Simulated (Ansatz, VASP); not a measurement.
# SiC in VASP and in Ansatz

File INCAR:

```
PREC = Accurate
ENCUT = 520
EDIFF = 1E-7
ISMEAR = 0
SIGMA = 0.05
LREAL = False
LASPH = True
NELM = 80
ALGO = Normal
ISIF = 2
LWAVE = False
LCHARG = False
GGA = PE
NBANDS = 11
```

The input KPOINTS:

```
Automatic mesh
0
Gamma
  12 12 12
```

Contents of POSCAR:

```
SiC
1.0
    0.0000000000      2.1772942362      2.1772942362
    2.1772942362      0.0000000000      2.1772942362
    2.2733854885      2.2733854885     -0.0960912523
Si C
1 1
Direct
    0.0000000000      0.0000000000      0.0000000000
    0.7500000000      0.7500000000      0.7500000000
```

Input for Ansatz:

```yaml
crystal:
  lattice:
    - [0.0, 2.1772942362, 2.1772942362]
    - [2.1772942362, 0.0, 2.1772942362]
    - [2.2733854885, 2.2733854885, -0.0960912523]
  atoms:
    - { symbol: Si, position: [0.0, 0.0, 0.0] }
    - { symbol: C, position: [0.75, 0.75, 0.75] }
basis:
  ecutwfc: 520.0
kpoints:
  mp_grid: { grid: [12, 12, 12] }
hamiltonian:
  xc: pbe
scf:
  occupations: { method: gaussian, width: 0.05 }
output:
  forces: true
  stress: true
  eigenvalues: true
```

Alike in both runs: task single point; functional PBE; k mesh 12 × 12 × 12; occupations gaussian, width 0.05 eV; no spin polarisation.

```csv
,VASP,Ansatz
version,VASP 6.6.1,Ansatz 0.2.0
potentials or method,"VASP PAW PBE potentials, release 64 (Si, C), cutoff 520 eV","scalar-relativistic, plane waves, PAW"
valence electrons in the cell,8,8
```

```tsv
	VASP	Ansatz	Ansatz less VASP
gap on the k mesh at the Fermi level (eV)	1.23	1.23	+0.004
least direct gap on the mesh (eV)	4.10	4.11	+0.004
pressure (GPa)	-8.0	-8.0	+0.02
traceless stress, the component that is largest in VASP (GPa)	-9.48	-9.44	+0.043
rms of the force components (eV/Å)	0.125	0.125	+0.0001
```

Atom by atom the forces differ by 0.000 eV/Å (rms over components). With one functional, cell and mesh, what is left measures potentials, basis and numerics.
